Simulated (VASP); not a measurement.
## LiCl: single point with PBE-based global hybrid with 40 % exact exchange

The system is LiCl.

```
Li Cl
1.0
     0.00000    2.55604    2.55604
     2.55604    0.00000    2.55604
     2.55604    2.55604    0.00000
Li Cl
1 1
Direct
  0.00000 0.00000 0.00000
  0.50000 0.50000 0.50000
```

```yaml
Program: VASP 6.6.1
Task: single point
Functional: PBE-based global hybrid with 40 % exact exchange
Potentials_or_basis: VASP PAW PBE potentials, release 64 (Li_sv, Cl)
Cutoff: 520 eV
k_mesh: 4 × 4 × 4
Occupations: gaussian, width 0.01 eV
Spin: no spin polarisation
```

* Band gap on the k mesh: 9.85 eV

Levels at points of the mesh, in eV from the valence-band top:
| k point | band 3 | band 4 | band 5 | band 6 | band 7 | band 8 |
| --- | --- | --- | --- | --- | --- | --- |
| (0.00, 0.00, 0.00) | 0.00 | 0.00 | 0.00 | 9.85 | 15.66 | 15.66 |
| (0.50, 0.00, 0.00) | -3.26 | -0.30 | -0.30 | 10.18 | 13.16 | 13.16 |
| (0.50, 0.50, 0.00) | -3.32 | -1.27 | -1.27 | 11.42 | 11.63 | 16.50 |

Wall time 4 min on 1 thread of Intel Xeon 8259CL (shared host), peak memory 0.16 GiB.

Caveat: the k points lie up to 0.53 Å⁻¹ apart. A k mesh can miss the band edges.
